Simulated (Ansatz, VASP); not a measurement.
# One calculation of CuO, two programs

File INCAR:

```
ALGO = Normal
EDIFF = 1E-7
ENCUT = 520
GGA = PE
ISIF = 2
ISMEAR = -1
ISPIN = 2
LASPH = T
LCHARG = F
LDAU = T
LDAUJ = 0 0
LDAUL = 2 -1
LDAUPRINT = 1
LDAUTYPE = 2
LDAUU = 4 0
LMAXMIX = 4
LORBIT = 11
LREAL = F
LWAVE = F
MAGMOM = 1 1 0 0
NBANDS = 29
NELM = 150
PREC = Accurate
SIGMA = 0.1
```

The input KPOINTS:

```
k-points
0
Gamma
  7 7 4
```

Contents of POSCAR:

```
CuO
1.0
    2.3245000000     -1.7191000000      0.0000000000
    2.3245000000      1.7191000000      0.0000000000
   -0.7792200000      0.0000000000      5.1281400000
Cu O
2 2
Direct
    0.0000000000      0.5000000000      0.0000000000
    0.5000000000      0.0000000000      0.5000000000
    0.5830000000      0.4170000000      0.2500000000
    0.4170000000      0.5830000000      0.7500000000
```

Input for Ansatz:

```yaml
crystal:
  lattice:
    - [2.3245, -1.7191, 0.0]
    - [2.3245, 1.7191, 0.0]
    - [-0.77922, 0.0, 5.12814]
  atoms:
    - { symbol: Cu, position: [0.0, 0.5, 0.0], spin: 1.0 }
    - { symbol: Cu, position: [0.5, 0.0, 0.5], spin: 1.0 }
    - { symbol: O, position: [0.583, 0.417, 0.25] }
    - { symbol: O, position: [0.417, 0.583, 0.75] }
magnetization:
  spin_polarized: true
hamiltonian:
  xc: pbe
  pseudopotentials: { kind: paw }
  hubbard: { sites: [{ species: Cu, l: d, u_eff: 4.0 }] }
basis:
  ecutwfc: 420
kpoints:
  mp_grid: { grid: [7, 7, 4] }
scf:
  occupations: { method: fermi_dirac, width: 0.1 }
  lower_state_search: "off"
output:
  forces: true
  stress: true
```

Alike in both runs: task single point; functional PBE; k mesh 7 × 7 × 4; occupations fermi-dirac, width 0.1 eV; collinear spin; Hubbard terms Cu d U = 4.0 eV.

|  | VASP | Ansatz |
| --- | --- | --- |
| version | VASP 6.6.1 | Ansatz 0.2.0 |
| potentials or method | VASP PAW PBE potentials, release 64 (Cu, O), cutoff 520 eV | PAW, plane waves, scalar-relativistic |
| valence electrons in the cell | 34 | 50 |

|  | VASP | Ansatz | Ansatz less VASP |
| --- | --- | --- | --- |
| pressure (GPa) | 2.9 | 6.3 | +3.43 |
| traceless stress, the component that is largest in VASP (GPa) | -2.10 | -1.52 | +0.580 |
| rms of the force components (eV/Å) | 0.097 | 0.106 | +0.0094 |
| net moment per atom (μB) | 0.49 | 0.45 | -0.043 |
| size of the moment on the site where the two differ most (μB) | 0.65 | 0.57 | -0.078 |

Site moments also hang on the region over which each program counts them. The programs project onto different local orbitals, so the same U acts differently, and such runs can settle in different states. Atom by atom the forces differ by 0.009 eV/Å (rms over components). VASP's potentials hold 34 valence electrons a cell and Ansatz's 50, so a difference there can come from the potentials and not from the codes. Ansatz's warnings: filled band counts differ across k points.
